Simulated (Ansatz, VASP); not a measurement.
## InAs: VASP beside Ansatz

Contents of INCAR:

```
PREC = Accurate
ENCUT = 520
EDIFF = 1E-6
ISMEAR = 0
SIGMA = 0.05
LREAL = F
LASPH = T
NELM = 100
ALGO = Normal
ISIF = 2
LWAVE = F
LCHARG = F
GGA = B5
ALDAX = 1.0
AGGAX = 1.0
AGGAC = 1.0
ALDAC = 0.0
NBANDS = 16
```

Contents of KPOINTS:

```
regular mesh
0
Gamma
  6 6 6
```

POSCAR

```
InAs
1.0
    0.0000000000      3.1582456050      3.1582456050
    3.1582456050      0.0000000000      3.1582456050
    3.1582456050      3.1582456050      0.0000000000
In As
1 1
Direct
    0.0000000000      0.0000000000      0.0000000000
    0.7500000000      0.7500000000      0.7500000000
```

Input for Ansatz:

```yaml
crystal:
  lattice:
    - [0.0, 3.158245605, 3.158245605]
    - [3.158245605, 0.0, 3.158245605]
    - [3.158245605, 3.158245605, 0.0]
  atoms:
    - { symbol: In, position: [0.0, 0.0, 0.0] }
    - { symbol: As, position: [0.75, 0.75, 0.75] }
basis:
  ecutwfc: 420
  ecutrho_ratio: 4
kpoints:
  mp_grid: { grid: [6, 6, 6] }
hamiltonian:
  xc: blyp
scf:
  occupations: { method: gaussian, width: 0.05 }
output:
  forces: true
  stress: true
  eigenvalues: true
```

Alike in both runs: task single point; functional BLYP; k mesh 6 × 6 × 6; occupations gaussian, width 0.05 eV; no spin polarisation.

```csv
,VASP,Ansatz
version,VASP 6.6.1,Ansatz 0.2.0
potentials or method,"VASP PAW PBE potentials, release 64 (In_d, As), cutoff 520 eV","scalar-relativistic, plane waves, PAW"
valence electrons in the cell,18,28
```

|  | VASP | Ansatz | Ansatz less VASP |
| --- | --- | --- | --- |
| gap on the k mesh at the Fermi level (eV) | none | none | - |
| pressure (GPa) | 0.1 | 0.0 | -0.09 |

VASP's potentials were made for PBE, not for BLYP. A gap of «none» marks a metal or a gap that the smearing closes. The functional is the same, so the differences come from potentials, cutoffs and numerics. VASP's potentials hold 18 valence electrons a cell and Ansatz's 28, so a difference there can come from the potentials and not from the codes.
